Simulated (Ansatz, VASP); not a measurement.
## ScSiS3 in VASP and in Ansatz

```xyz
5
Lattice="4.5159 0.0000 0.0000 0.0000 4.5159 0.0000 0.0000 0.0000 4.5159" Properties=species:S:1:pos:R:3 pbc="T T T"
Sc    0.0000    0.0000    0.0000
Si    2.2579    2.2579    2.2579
S     0.0000    2.2579    2.2579
S     2.2579    0.0000    2.2579
S     2.2579    2.2579    0.0000
```

Change from the starting cell: species swapped into the CeBRh3 type (Pm-3m, No. 221).

Alike in both runs: task single point; functional PBE; k mesh 4 × 4 × 4; occupations gaussian, width 0.1 eV; collinear spin.

|  | VASP | Ansatz |
| --- | --- | --- |
| version | VASP 6.6.1 | Ansatz 0.2.0 |
| potentials or method | VASP PAW PBE potentials, release 64 (Sc_sv, Si, S), cutoff 520 eV | scalar-relativistic, plane waves, PAW |
| valence electrons in the cell | 33 | 33 |

```tsv
	VASP	Ansatz	Ansatz less VASP
gap on the k mesh at the Fermi level (eV)	none	none	-
pressure (GPa)	0.1	0.2	+0.10
net moment per atom (μB)	0.00	0.00	0.000
```

A gap of «none» marks a metal or a gap that the smearing closes. Ansatz's warnings: seeded moment not kept.
